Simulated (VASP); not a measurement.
# Te6Mo3H (a cell with a defect) in VASP: notebook, part 2 of 3

VASP 6.6.1.

## (4) Single point, PBEsol+D3(BJ)

INCAR

```
SYSTEM = Te6Mo3H
ALGO = Normal
EDIFF = 1E-6
ENCUT = 400
GGA = PS
GGA_COMPAT = .FALSE.
ISIF = 2
ISMEAR = 0
IVDW = 12
LASPH = .TRUE.
LCHARG = .TRUE.
LELF = .TRUE.
LREAL = .FALSE.
LVHAR = .TRUE.
LWAVE = .FALSE.
NBANDS = 50
NELM = 120
PREC = Accurate
SIGMA = 0.05
```

KPOINTS

```
k-points
0
G
  9 9 2
  0 0 0
```

POSCAR

```
Te6Mo3H
1.0
    3.4334342720      0.0000000000      0.0000000000
   -1.7167171360      2.9734413017      0.0000000000
    0.0000000000      0.0000000000     20.7704294686
Te Mo H
6 3 1
Direct
    0.0000000000      0.0000000000      0.9125759363
    0.3333333333      0.6666666667      0.5917818730
    0.3333333333      0.6666666667      0.2333053354
    0.3333333333      0.6666666667      0.7666946646
    0.3333333333      0.6666666667      0.4082181270
    0.0000000000      0.0000000000      0.0874240637
    0.0000000000      0.0000000000      0.6791511892
    0.0000000000      0.0000000000      0.3208488108
    0.3333333333      0.6666666667      0.0000000000
   -0.3856431633     -0.1928215817      0.8356769680
```

Potentials or basis: VASP PAW PBE potentials, release 64 (Te, Mo_sv, H).

Command:

```
cat potpaw_PBE.64/Te/POTCAR potpaw_PBE.64/Mo_sv/POTCAR potpaw_PBE.64/H/POTCAR > POTCAR
mpirun -np 1 vasp_std > vasp.out
```

OUTCAR:

```text
SYSTEM = Te6Mo3H
   EDIFF = 1E-6
   ENCUT = 400
   GGA = PS
   ISIF = 2
   ISMEAR = 0
   IVDW = 12
   LASPH = .TRUE.
   LREAL = .FALSE.
   NELM = 120
   PREC = Accurate
 IVDW          = 12

 ion  position               nearest neighbor table
   1  0.000  0.000  0.913-  10 1.97   9 2.69   9 2.69   9 2.69   4 3.62   4 3.62   4 3.62   6 3.63

   2  0.333  0.667  0.592-   7 2.69   7 2.69   7 2.69   4 3.63
   3  0.333  0.667  0.233-   8 2.69   8 2.69   8 2.69   6 3.62   6 3.62   6 3.62   5 3.63
   4  0.333  0.667  0.767-  10 1.66   7 2.69   7 2.69   7 2.69   1 3.62   1 3.62   1 3.62   2 3.63

   5  0.333  0.667  0.408-   8 2.69   8 2.69   8 2.69   3 3.63
   6  0.000  0.000  0.087-   9 2.69   9 2.69   9 2.69   3 3.62   3 3.62   3 3.62   1 3.63
   7  0.000  0.000  0.679-   2 2.69   2 2.69   2 2.69   4 2.69   4 2.69   4 2.69
   8  0.000  0.000  0.321-   5 2.69   5 2.69   5 2.69   3 2.69   3 2.69   3 2.69
   9  0.333  0.667  0.000-   1 2.69   6 2.69   1 2.69   6 2.69   1 2.69   6 2.69
  10  0.614  0.807  0.836-   4 1.66   1 1.97

  LATTYP: Found a hexagonal cell.
 ALAT       =     3.4334342720
 C/A-ratio  =     6.0494617992

  Lattice vectors:

 A1 = (   3.4334342720,   0.0000000000,   0.0000000000)
 A2 = (  -1.7167171360,   2.9734413017,   0.0000000000)
 A3 = (   0.0000000000,   0.0000000000,  20.7704294686)

Analysis of symmetry for initial positions (statically):
=====================================================================
 Subroutine PRICEL returns:
 Original cell was already a primitive cell.

 Routine SETGRP: Setting up the symmetry group for a
 hexagonal supercell.

 Subroutine GETGRP returns: Found  2 space group operations
 (whereof  2 operations were pure point group operations)
 out of a pool of 24 trial point group operations.

The static configuration has the point symmetry C_1h.

Analysis of symmetry for dynamics (positions and initial velocities):
=====================================================================
 Subroutine PRICEL returns:
 Original cell was already a primitive cell.

[... 152 lines left out ...]
   LEPSILON=     F    determine dielectric tensor
   LRPA    =     F    only Hartree local field effects (RPA)
 non-spin polarized calculation
 Gauss-broadening in eV      SIGMA  =   0.05
  energy-cutoff  :      400.00
  volume of cell :      212.05
 maximum number of plane-waves:      3908
   NGX = 11   NGY = 11   NGZ = 67

 number of electron      78.9999990 magnetization

 Free energy of the ion-electron system (eV)
  ---------------------------------------------------
  ext. energy  EPLUGINS =         0.00000000
  ---------------------------------------------------
  free energy    TOTEN  =       -60.19739308 eV

  energy without entropy =      -60.19408168  energy(sigma->0) =      -60.19573738

 E-fermi :   9.7045     XC(G=0): -10.9194

 val. band max:        9.6914148305   @ k =  -0.1111   0.2222   0.0000
 cond. band min:       9.7217517681   @ k =   0.3333   0.1111   0.5000
 fundamental gap:      0.0303369377
 Fermi energy:         9.7045495667

 k-point     1 :       0.0000    0.0000    0.0000
  band No.  band energies     occupation
      1     -51.7191      2.00000
      2     -51.6594      2.00000
      3     -51.5347      2.00000
      4     -26.0144      2.00000
      5     -25.9367      2.00000
      6     -25.7985      2.00000
[... 1261 lines left out ...]
     49      11.8370      0.00000
     50      12.5104      0.00000

 [... further k-points ...]

------------------------ aborting loop because EDIFF is reached ----------------------------------------

 Edisp (eV)   -5.04391

 E8    (eV) :    -3.4318

  FORCE on cell =-STRESS in cart. coord.  units (eV):
  Direction    XX          YY          ZZ          XY          YZ          ZX
  --------------------------------------------------------------------------------------
  -------------------------------------------------------------------------------------
  Total       1.47504     1.72423     4.37690    -0.21581     1.54816     2.68149
  in kB      11.14499    13.02783    33.07072    -1.63059    11.69749    20.26065
  external pressure =       19.08 kB  Pullay stress =        0.00 kB

 VOLUME and BASIS-vectors are now :
 -----------------------------------------------------------------------------
  energy-cutoff  :      400.00
  volume of cell :      212.05
      direct lattice vectors                 reciprocal lattice vectors
     3.433434272  0.000000000  0.000000000     0.291253573  0.168155329  0.000000000
    -1.716717136  2.973441302  0.000000000     0.000000000  0.336310658  0.000000000
     0.000000000  0.000000000 20.770429469     0.000000000  0.000000000  0.048145369

 POSITION                                       TOTAL-FORCE (eV/Angst)
 -----------------------------------------------------------------------------------
      0.00000      0.00000     18.95459         0.386989      0.223428      0.448853
     -0.00000      1.98229     12.29156        -0.001734     -0.001001     -0.194085
     -0.00000      1.98229      4.84585        -0.000323     -0.000187     -0.042911
     -0.00000      1.98229     15.92458        -1.181166     -0.681946     -1.855138
     -0.00000      1.98229      8.47887        -0.000939     -0.000542      0.058729
      0.00000      0.00000      1.81584        -0.004652     -0.002686      0.140644
      0.00000      0.00000     14.10626        -0.061217     -0.035344      0.048601
      0.00000      0.00000      6.66417         0.001523      0.000879     -0.009226
     -0.00000      1.98229      0.00000         0.052724      0.030440     -0.019705
      0.72366      2.40010     17.35737         0.808795      0.466958      1.424237
 -----------------------------------------------------------------------------------
    total drift:                                0.000177      0.000101     -0.000097

  FREE ENERGIE OF THE ION-ELECTRON SYSTEM (eV)
  ---------------------------------------------------
  free  energy   TOTEN  =       -65.2412998658 eV

  energy  without entropy=      -65.2379884651  energy(sigma->0) =      -65.23964417
```

OSZICAR:

```text
N       E                     dE             d eps       ncg     rms          rms(c)
DAV:   1     0.527872416295E+03    0.52787E+03   -0.35839E+04  6040   0.115E+03
DAV:   2    -0.284628348671E+02   -0.55634E+03   -0.53668E+03  6120   0.305E+02
DAV:   3    -0.612545687121E+02   -0.32792E+02   -0.31808E+02  6086   0.641E+01
DAV:   4    -0.622786002005E+02   -0.10240E+01   -0.10099E+01  6316   0.106E+01
DAV:   5    -0.623095507647E+02   -0.30951E-01   -0.30884E-01  6726   0.192E+00    0.311E+01
DAV:   6    -0.608034872258E+02    0.15061E+01   -0.68993E+00  5776   0.126E+01    0.125E+01
DAV:   7    -0.609612110157E+02   -0.15772E+00   -0.56459E+00  5816   0.105E+01    0.763E+00
DAV:   8    -0.603706782536E+02    0.59053E+00   -0.22687E+00  6170   0.862E+00    0.420E+00
DAV:   9    -0.602267886359E+02    0.14389E+00   -0.77083E-01  6596   0.517E+00    0.288E+00
DAV:  10    -0.602074961035E+02    0.19293E-01   -0.16110E-01  6134   0.197E+00    0.177E+00
DAV:  11    -0.602027974768E+02    0.46986E-02   -0.32824E-02  5928   0.830E-01    0.133E+00
DAV:  12    -0.601975996860E+02    0.51978E-02   -0.22563E-02  6008   0.839E-01    0.772E-01
DAV:  13    -0.601979107956E+02   -0.31111E-03   -0.40799E-03  5856   0.233E-01    0.425E-01
DAV:  14    -0.601974188904E+02    0.49191E-03   -0.84970E-04  6274   0.184E-01    0.251E-01
DAV:  15    -0.601973943055E+02    0.24585E-04   -0.49183E-04  5650   0.761E-02    0.139E-01
DAV:  16    -0.601974013784E+02   -0.70729E-05   -0.57146E-05  5780   0.305E-02    0.100E-01
DAV:  17    -0.601973932148E+02    0.81636E-05   -0.17302E-05  6416   0.251E-02    0.601E-02
DAV:  18    -0.601973930829E+02    0.13193E-06   -0.64887E-06  5326   0.102E-02
   1 F= -.65241300E+02 E0= -.65239644E+02  d E =-.331140E-02
```

stdout:

```text
POSCAR found type information on POSCAR TeMoH
 POSCAR found :  3 types and      10 ions
 scaLAPACK will be used
 -----------------------------------------------------------------------------
|                                                                             |
|                                                                             |
|     You enforced a specific xc type in the INCAR file but a different       |
|     I HOPE YOU KNOW WHAT YOU ARE DOING!                                     |
|                                                                             |
 -----------------------------------------------------------------------------

 LDA part: xc-table for (Slater+PW92), standard interpolation
 POSCAR, INCAR and KPOINTS ok, starting setup
 FFT: planning ... GRIDC
 FFT: planning ... GRID_SOFT
 FFT: planning ... GRID
 WAVECAR not read
 entering main loop
```

It took 15 min on 1 thread of Oxide Virtual Turin-like, shared host; peak memory 0.42 GiB.

What came out:

* Free energy: -65.2413 eV
* Pressure: 1.9 GPa
* Largest force: 2.303 eV/Å
* Band gap on the k mesh: zero (an odd number of electrons rules out a gap without spin polarisation)
* Dispersion energy per atom: -0.504 eV

Forces in eV/Å, atoms in the order of the input:
```
Te   0.387  0.223  0.449
Te  -0.002 -0.001 -0.194
Te   0.000  0.000 -0.043
Te  -1.181 -0.682 -1.855
Te  -0.001 -0.001  0.059
Te  -0.005 -0.003  0.141
Mo  -0.061 -0.035  0.049
Mo   0.002  0.001 -0.009
Mo   0.053  0.030 -0.020
H    0.809  0.467  1.424
```

Caveat: the PAW data sets were made with another functional, which shifts forces and pressure a little; spin-orbit coupling is left out, which moves the levels of the heavy elements; an odd number of electrons without spin polarisation forces a metal; a magnetic or distorted state may lie lower.

(Continued in part 3 of 3.)

The gap in the log of VASP goes by the Fermi energy; the results here count the filled bands.